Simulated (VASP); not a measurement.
# CdS (Fm-3m) in VASP: a series of runs

CdS is run at these levels: PBEsol; tasks: single point.

All numbers are computed with VASP 6.6.1; they aren't measurements. Logs are shortened: lines on timing, memory, paths and dates and some standing lists are left out, and cuts for length are marked.

### 1 The cell of the first run

Symmetry: Fm-3m, No. 225, cubic system. Conventional cell: a = 5.357 Å, b = 5.357 Å, c = 5.357 Å, α = 90.00°, β = 90.00°, γ = 90.00°. Within 3.5 Å of Cd (site symmetry m-3m) lie 6 S at 2.68 Å. Within 3.5 Å of S (site symmetry m-3m) lie 6 Cd at 2.68 Å.

### 2 Single point, PBEsol

The input, INCAR:

```
SYSTEM = CdS
PREC = Accurate
ENCUT = 520
EDIFF = 1E-6
ISMEAR = -1
SIGMA = 0.1
LREAL = .False.
LASPH = .True.
NELM = 80
ALGO = Normal
ISIF = 2
LWAVE = .False.
LCHARG = .True.
GGA = PS
LELF = .True.
LVHAR = .True.
NBANDS = 16
```

The input, KPOINTS:

```
regular mesh
0
Gamma
  16 16 16
  0 0 0
```

The input, POSCAR:

```
CdS
1.0
    0.0000000000      2.6787463476      2.6787463476
    2.6787463476      0.0000000000      2.6787463476
    2.6787463476      2.6787463476      0.0000000000
Cd S
1 1
Direct
    0.0000000000      0.0000000000      0.0000000000
    0.5000000000      0.5000000000      0.5000000000
```

Potentials or basis: VASP PAW PBE potentials, release 64 (Cd, S).

Command:

```
$ cat potpaw_PBE.64/Cd/POTCAR potpaw_PBE.64/S/POTCAR > POTCAR
$ mpirun -np 1 vasp_std > vasp.out
```

OUTCAR:

```text
SYSTEM = CdS
   PREC = Accurate
   ENCUT = 520
   EDIFF = 1E-6
   ISMEAR = -1
   LREAL = .False.
   LASPH = .True.
   NELM = 80
   ISIF = 2
   GGA = PS

 ion  position               nearest neighbor table
   1  0.000  0.000  0.000-   2 2.68   2 2.68   2 2.68   2 2.68   2 2.68   2 2.68
   2  0.500  0.500  0.500-   1 2.68   1 2.68   1 2.68   1 2.68   1 2.68   1 2.68

  LATTYP: Found a face centered cubic cell.
 ALAT       =     5.3574926952

  Lattice vectors:

 A1 = (   0.0000000000,   2.6787463476,   2.6787463476)
 A2 = (   2.6787463476,   0.0000000000,   2.6787463476)
 A3 = (   2.6787463476,   2.6787463476,   0.0000000000)

Analysis of symmetry for initial positions (statically):
=====================================================================
 Subroutine PRICEL returns:
 Original cell was already a primitive cell.

 Routine SETGRP: Setting up the symmetry group for a
 face centered cubic supercell.

 Subroutine GETGRP returns: Found 48 space group operations
 (whereof 48 operations were pure point group operations)
 out of a pool of 48 trial point group operations.

The static configuration has the point symmetry O_h .

Analysis of symmetry for dynamics (positions and initial velocities):
=====================================================================
 Subroutine PRICEL returns:
 Original cell was already a primitive cell.

 Routine SETGRP: Setting up the symmetry group for a
 face centered cubic supercell.

 Subroutine GETGRP returns: Found 48 space group operations
 (whereof 48 operations were pure point group operations)
 out of a pool of 48 trial point group operations.

The dynamic configuration has the point symmetry O_h .

 Subroutine INISYM returns: Found 48 space group operations
 (whereof 48 operations are pure point group operations),
 and found     1 'primitive' translations

----------------------------------------------------------------------------------------

                                     Primitive cell

  volume of cell :      38.4437

  direct lattice vectors                    reciprocal lattice vectors
     0.000000000  2.678746348  2.678746348    -0.186654478  0.186654478  0.186654478
     2.678746348  0.000000000  2.678746348     0.186654478 -0.186654478  0.186654478
     2.678746348  2.678746348  0.000000000     0.186654478  0.186654478 -0.186654478

  length of vectors
     3.788319415  3.788319415  3.788319415     0.323295039  0.323295039  0.323295039

  position of ions in fractional coordinates (direct lattice)
     0.000000000  0.000000000  0.000000000
     0.500000000  0.500000000  0.500000000

  ion indices of the primitive-cell ions
   primitive index   ion index
                 1           1
                 2           2

----------------------------------------------------------------------------------------

 KPOINTS: regular mesh

Automatic generation of k-mesh.
 Grid dimensions read from file:
 generate k-points for:   16   16   16

 Generating k-lattice:

  Cartesian coordinates                     Fractional coordinates (reciprocal lattice)
    -0.011665905  0.011665905  0.011665905     0.062500000  0.000000000  0.000000000
     0.011665905 -0.011665905  0.011665905     0.000000000  0.062500000  0.000000000
     0.011665905  0.011665905 -0.011665905     0.000000000  0.000000000  0.062500000

  Length of vectors
     0.020205940  0.020205940  0.020205940

  Shift w.r.t. Gamma in fractional coordinates (k-lattice)
     0.000000000  0.000000000  0.000000000

 Subroutine IBZKPT returns following result:
 ===========================================

 Found    145 irreducible k-points:

 Following reciprocal coordinates:
            Coordinates               Weight
  0.000000  0.000000  0.000000      1.000000
  0.062500  0.000000  0.000000      8.000000
  0.125000  0.000000  0.000000      8.000000
  0.187500  0.000000  0.000000      8.000000
  0.250000  0.000000  0.000000      8.000000
  0.312500  0.000000  0.000000      8.000000
[... 16 lines left out ...]
 -0.125000  0.062500  0.000000     24.000000
 -0.062500  0.062500  0.000000     12.000000
 [... further k-points ...]
   k-points           NKPTS =    145   k-points in BZ     NKDIM =    145   number of bands    NBANDS=     16
   number of dos      NEDOS =    301   number of ions     NIONS =      2
   total plane-waves  NPLWV =  21952
   dimension x,y,z NGX =    28 NGY =   28 NGZ =   28
   dimension x,y,z NGXF=    56 NGYF=   56 NGZF=   56
   ions per type =               1   1
   NGX,Y,Z   is equivalent  to a cutoff of  12.29, 12.29, 12.29 a.u.
   NGXF,Y,Z  is equivalent  to a cutoff of  24.57, 24.57, 24.57 a.u.
 SYSTEM =  CdS
   PREC   = accura    normal or accurate (medium, high low for compatibility)
   ISTART =      0    job   : 0-new  1-cont  2-samecut
   ICHARG =      2    charge: 1-file 2-atom 10-const
   ISPIN  =      1    spin polarized calculation?
   LNONCOLLINEAR =      F non collinear calculations
   LSORBIT =      F    spin-orbit coupling
   LASPH  =      T    aspherical Exc in radial PAW
   ENCUT  =  520.0 eV  38.22 Ry    6.18 a.u.   7.04  7.04  7.04*2*pi/ulx,y,z
   NELM   =     80;   NELMIN=  2; NELMDL= -5     # of ELM steps
   EDIFF  = 0.1E-05   stopping-criterion for ELM
   LREAL  =      F    real-space projection
   EDIFFG = 0.1E-04   stopping-criterion for IOM
   NSW    =      0    number of steps for IOM
   IBRION =     -1    ionic relax: 0-MD 1-quasi-New 2-CG
   NFREE  =      0    steps in history (QN), initial steepest desc. (CG)
   ISIF   =      2    stress and relaxation
   ISYM   =      2    0-nonsym 1-usesym 2-fastsym
   POTIM  = 0.5000    time-step for ionic-motion
   TEBEG  =    0.0;   TEEND  =   0.0 temperature during run
   PSTRESS=    0.0 pullay stress
   NELECT =      18.0000    total number of electrons
   NUPDOWN=      -1.0000    fix difference up-down
   EMIN   =  10.00;   EMAX   =-10.00  energy-range for DOS
   EFERMI =   0.00;   METHOD = LEGACY
   ISMEAR =    -1;   SIGMA  =   0.10  broadening in eV -4-tet -1-fermi 0-gaus
   EFERMI_NEDOS =   21; number of points for ismear=-14 and -15
   IALGO  =     38    algorithm
   IMIX   =      4    mixing-type and parameters
     AMIX     =   0.40;   BMIX     =  1.00
     AMIX_MAG =   1.60;   BMIX_MAG =  1.00
  volume/ion in A,a.u.               =      19.22       129.72
  Fermi-wavevector in a.u.,A,eV,Ry     =   1.271230  2.402276 21.987359  1.616025
  Thomas-Fermi vector in A             =   2.404174
   LORBIT       =      0    0 simple, 1 ext, 2 COOP (PROOUT), +10 PAW based schemes
   GGA     = PS    functional components
   LHFCALC =     F    Hartree Fock is set to
   AEXX    =    0.0000 exact exchange contribution
   IVDW    =     0    specifies the selected vdW correction
   LEPSILON=     F    determine dielectric tensor
   LRPA    =     F    only Hartree local field effects (RPA)
 non-spin polarized calculation
  energy-cutoff  :      520.00
  volume of cell :       38.44
 maximum number of plane-waves:      1056
   NGX = 15   NGY = 15   NGZ = 15

 number of electron      18.0000007 magnetization

 Free energy of the ion-electron system (eV)
  ---------------------------------------------------
  ext. energy  EPLUGINS =         0.00000000
  ---------------------------------------------------
  free energy    TOTEN  =        -6.64015534 eV

  energy without entropy =       -6.63587742  energy(sigma->0) =       -6.63801638

 E-fermi :   3.7440     XC(G=0): -10.9171

 val. band max:        3.5750621305   @ k =   0.5000   0.5000   0.0000
 cond. band min:       3.7756362171   @ k =   0.4375   0.4375   0.0000
 fundamental gap:      0.2005740865
 Fermi energy:         3.7439763436

 k-point     1 :       0.0000    0.0000    0.0000
  band No.  band energies     occupation
      1      -9.8388      2.00000
      2      -4.2977      2.00000
      3      -4.2977      2.00000
      4      -4.2943      2.00000
      5      -4.2943      2.00000
      6      -4.2943      2.00000
[... 8 lines left out ...]
     15      15.1802      0.00000
     16      15.1802      0.00000

 k-point     2 :       0.0625    0.0000    0.0000
  band No.  band energies     occupation
      1      -9.8001      2.00000
      2      -4.3128      2.00000
      3      -4.3128      2.00000
      4      -4.2994      2.00000
      5      -4.2854      2.00000
      6      -4.2854      2.00000
[... 8 lines left out ...]
     15      14.4007      0.00000
     16      14.7770      0.00000

 k-point     3 :       0.1250    0.0000    0.0000
  band No.  band energies     occupation
      1      -9.6866      2.00000
      2      -4.3565      2.00000
      3      -4.3565      2.00000
      4      -4.3156      2.00000
      5      -4.2587      2.00000
      6      -4.2587      2.00000
[... 8 lines left out ...]
     15      13.8199      0.00000
     16      14.6732      0.00000

 k-point     4 :       0.1875    0.0000    0.0000
  band No.  band energies     occupation
      1      -9.5062      2.00000
      2      -4.4204      2.00000
      3      -4.4204      2.00000
      4      -4.3462      2.00000
      5      -4.2183      2.00000
      6      -4.2183      2.00000
[... 8 lines left out ...]
     15      13.8958      0.00000
     16      14.4859      0.00000

 k-point     5 :       0.2500    0.0000    0.0000
  band No.  band energies     occupation
      1      -9.2738      2.00000
      2      -4.4937      2.00000
      3      -4.4937      2.00000
      4      -4.3961      2.00000
      5      -4.1700      2.00000
      6      -4.1700      2.00000
[... 8 lines left out ...]
     15      14.3217      0.00000
     16      14.4145      0.00000

 k-point     6 :       0.3125    0.0000    0.0000
  band No.  band energies     occupation
      1      -9.0141      2.00000
      2      -4.5648      2.00000
      3      -4.5648      2.00000
      4      -4.4698      2.00000
      5      -4.1211      2.00000
      6      -4.1211      2.00000
[... 8 lines left out ...]
     15      14.9195      0.00000
     16      14.9195      0.00000

 k-point     7 :       0.3750    0.0000    0.0000
  band No.  band energies     occupation
      1      -8.7650      2.00000
      2      -4.6234      2.00000
      3      -4.6234      2.00000
      4      -4.5623      2.00000
      5      -4.0791      2.00000
      6      -4.0791      2.00000
[... 8 lines left out ...]
     15      15.6015      0.00000
     16      15.6015      0.00000

 k-point     8 :       0.4375    0.0000    0.0000
  band No.  band energies     occupation
      1      -8.5786      2.00000
      2      -4.6618      2.00000
      3      -4.6618      2.00000
      4      -4.6480      2.00000
      5      -4.0508      2.00000
      6      -4.0508      2.00000
[... 8 lines left out ...]
     15      16.2303      0.00000
     16      16.2303      0.00000

 k-point     9 :       0.5000    0.0000    0.0000
  band No.  band energies     occupation
      1      -8.5083      2.00000
      2      -4.6843      2.00000
      3      -4.6752      2.00000
      4      -4.6752      2.00000
      5      -4.0408      2.00000
      6      -4.0408      2.00000
[... 8 lines left out ...]
     15      16.5173      0.00000
     16      16.5173      0.00000
[... 172 lines left out ...]
 k-point    19 :      -0.3750    0.0625    0.0000
  band No.  band energies     occupation
      1      -8.6896      2.00000
      2      -4.6469      2.00000
      3      -4.6378      2.00000
      4      -4.5415      2.00000
      5      -4.0796      2.00000
      6      -4.0521      2.00000
[... 8 lines left out ...]
     15      15.3859      0.00000
     16      16.5670      0.00000

 k-point    20 :      -0.3125    0.0625    0.0000
  band No.  band energies     occupation
      1      -8.9152      2.00000
      2      -4.6047      2.00000
      3      -4.5794      2.00000
      4      -4.4645      2.00000
      5      -4.1220      2.00000
      6      -4.0836      2.00000
[... 8 lines left out ...]
     15      14.8389      0.00000
     16      15.9334      0.00000

 k-point    21 :      -0.2500    0.0625    0.0000
  band No.  band energies     occupation
      1      -9.1682      2.00000
      2      -4.5444      2.00000
      3      -4.5068      2.00000
      4      -4.3997      2.00000
      5      -4.1706      2.00000
      6      -4.1273      2.00000
[... 8 lines left out ...]
     15      14.7710      0.00000
     16      15.2965      0.00000

 k-point    22 :      -0.1875    0.0625    0.0000
  band No.  band energies     occupation
      1      -9.4069      2.00000
      2      -4.4744      2.00000
      3      -4.4327      2.00000
      4      -4.3538      2.00000
      5      -4.2177      2.00000
      6      -4.1763      2.00000
[... 8 lines left out ...]
     15      14.7710      0.00000
     16      14.9240      0.00000

 k-point    23 :      -0.1250    0.0625    0.0000
  band No.  band energies     occupation
      1      -9.6025      2.00000
      2      -4.4051      2.00000
      3      -4.3690      2.00000
      4      -4.3244      2.00000
      5      -4.2560      2.00000
      6      -4.2232      2.00000
[... 8 lines left out ...]
     15      14.4809      0.00000
     16      15.1356      0.00000

 k-point    24 :      -0.0625    0.0625    0.0000
  band No.  band energies     occupation
      1      -9.7369      2.00000
      2      -4.3481      2.00000
      3      -4.3262      2.00000
      4      -4.3073      2.00000
      5      -4.2796      2.00000
      6      -4.2617      2.00000
[... 8 lines left out ...]
     15      14.4677      0.00000
     16      15.1034      0.00000

 [... further k-points ...]
[... 5 lines left out ...]
  --------------------------------------------------------------------------------------
  -------------------------------------------------------------------------------------
  Total        0.6187254      0.6187254      0.6187254     -0.0000000     -0.0000000      0.0000000
  in kB       25.7859860     25.7859860     25.7859860     -0.0000000     -0.0000000      0.0000000
  external PRESSURE =      25.7859860 kB  Pullay stress =       0.0000000 kB

 VOLUME and BASIS-vectors are now :
 -----------------------------------------------------------------------------
  energy-cutoff  :      520.00
  volume of cell :       38.44
      direct lattice vectors                 reciprocal lattice vectors
     0.000000000  2.678746348  2.678746348    -0.186654478  0.186654478  0.186654478
     2.678746348  0.000000000  2.678746348     0.186654478 -0.186654478  0.186654478
     2.678746348  2.678746348  0.000000000     0.186654478  0.186654478 -0.186654478

 POSITION                                       TOTAL-FORCE (eV/Angst)
 -----------------------------------------------------------------------------------
      0.00000      0.00000      0.00000         0.000000      0.000000      0.000000
      2.67875      2.67875      2.67875        -0.000000      0.000000     -0.000000
 -----------------------------------------------------------------------------------
    total drift:                                0.000000      0.000000      0.000000

  FREE ENERGIE OF THE ION-ELECTRON SYSTEM (eV)
  ---------------------------------------------------
  free  energy   TOTEN  =        -6.6401553416 eV

  energy  without entropy=       -6.6358774235  energy(sigma->0) =       -6.63801638
```

It took 76 s on 1 thread of Intel Xeon Platinum 8259CL at 2.50GHz (Skylake/Cascade Lake), shared host; peak memory 0.22 GiB.

What came out:

```yaml
Free_energy: -6.6402 eV
Pressure: 2.6 GPa
```

Caveat: the PAW data sets were made with another functional, which shifts forces and pressure a little.

### 3 Single point, PBEsol

This run uses another cell than the first one, of 19.43 Å³/atom, 1.011 times its volume.

The input, INCAR:

```
PREC = Accurate
ENCUT = 520
EDIFF = 1E-6
ISMEAR = -1
SIGMA = 0.1
LREAL = F
LASPH = T
NELM = 100
ALGO = Normal
ISIF = 2
LWAVE = F
LCHARG = T
GGA = PS
LELF = T
LVHAR = T
NBANDS = 16
```

The input, KPOINTS:

```
regular mesh
0
Gamma
  16 16 16
```

The input, POSCAR:

```
CdS
1.0
    0.0000000000      2.6882756660      2.6882756660
    2.6882756660      0.0000000000      2.6882756660
    2.6882756660      2.6882756660      0.0000000000
Cd S
1 1
Direct
    0.0000000000      0.0000000000      0.0000000000
    0.5000000000      0.5000000000      0.5000000000
```

Potentials or basis: VASP PAW PBE potentials, release 64 (Cd, S).

Command:

```
$ cat potpaw_PBE.64/Cd/POTCAR potpaw_PBE.64/S/POTCAR > POTCAR
$ mpirun -np 1 vasp_std > vasp.out
```

It took 71 s on 1 thread of Intel Xeon Platinum 8259CL at 2.50GHz (Skylake/Cascade Lake), shared host; peak memory 0.22 GiB.

It converged, with:

```yaml
Free_energy: -6.6456 eV
Pressure: 1.6 GPa
```

Levels at points of the mesh, in eV from the Fermi level:
| k point | band 7 | band 8 | band 9 | band 10 | band 11 | band 12 |
| --- | --- | --- | --- | --- | --- | --- |
| (0.00, 0.00, 0.00) | -1.16 | -1.16 | -1.16 | 0.74 | 8.87 | 8.87 |
| (0.50, 0.00, 0.00) | -5.45 | -0.29 | -0.29 | 3.02 | 5.46 | 5.46 |
| (0.50, 0.50, 0.00) | -4.98 | -2.69 | -2.69 | -0.17 | 5.54 | 9.79 |

Caveat: the PAW data sets were made with another functional, which shifts forces and pressure a little.
